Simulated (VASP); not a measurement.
A run of VASP 6.6.1 is set up as follows.

File INCAR:

```
SYSTEM = Sb
PREC = Accurate
ENCUT = 520
EDIFF = 1E-6
ISMEAR = 0
SIGMA = 0.1
LREAL = .FALSE.
LASPH = .TRUE.
NELM = 80
ALGO = Normal
ISIF = 2
LWAVE = .FALSE.
LCHARG = .TRUE.
GGA = PS
LELF = .TRUE.
LVHAR = .TRUE.
NBANDS = 8
```

KPOINTS

```
regular mesh
0
G
  8 8 8
  0 0 0
```

File POSCAR:

```
Sb
1.0
    0.0000000000      2.2033871506      2.2033871506
    2.2033871506      0.0000000000      2.2033871506
    2.2033871506      2.2033871506      0.0000000000
Sb
1
Direct
    0.0000000000      0.0000000000      0.0000000000
```

Potentials or basis: VASP PAW PBE potentials, release 64 (Sb).

Command:

```bash
$ cat potpaw_PBE.64/Sb/POTCAR > POTCAR
$ mpirun -np 1 vasp_std > vasp.out
```

Q: Estimate the pressure.

A: 22.6 GPa.

Caveat: the PAW data sets were made with another functional, which shifts forces and pressure a little.
